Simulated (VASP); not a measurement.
# SnSe: single point with LDA

SnSe:

```xyz
2
Lattice="4.2568 0.0000 0.0000 2.1284 3.6865 0.0000 2.1284 1.2288 3.4756" Properties=species:S:1:pos:R:3 pbc="T T T"
Sn    0.0000    0.0000    0.0000
Se    4.2568    2.4577    1.7378
```

| Property | Result |
| --- | --- |
| Program | VASP 6.6.1 |
| Task | single point |
| Functional | LDA |
| Potentials or basis | VASP PAW LDA potentials, release 64 (Sn_d, Se) |
| Cutoff | 520 eV |
| k mesh | 1 × 1 × 1 |
| Occupations | fermi-dirac, width 0.01 eV |
| Spin | no spin polarisation |
| Dipole correction | no |
| Further INCAR settings | ALGO = Normal; EDIFF = 1e-06; NBANDS = 17 |

```json
{
  "Pressure": "27.3 GPa"
}
```

Levels at points of the mesh, in eV from the Fermi level:
```
           k point  band 8  band 9  band 10  band 11  band 12  band 13
(0.00, 0.00, 0.00)   -0.35   -0.35    -0.35     5.27     5.27     5.27
```

Run time: 2.9 s on 1 thread of Intel Xeon 6975P-C, with other jobs on the host, peak memory 0.14 GiB.

Caveat: the k points lie up to 1.81 Å⁻¹ apart; this odd mesh misses L, where the gap lies, so gap, dielectric constants and Born charges aren't listed; spin-orbit coupling is left out, which moves the levels of the heavy elements.
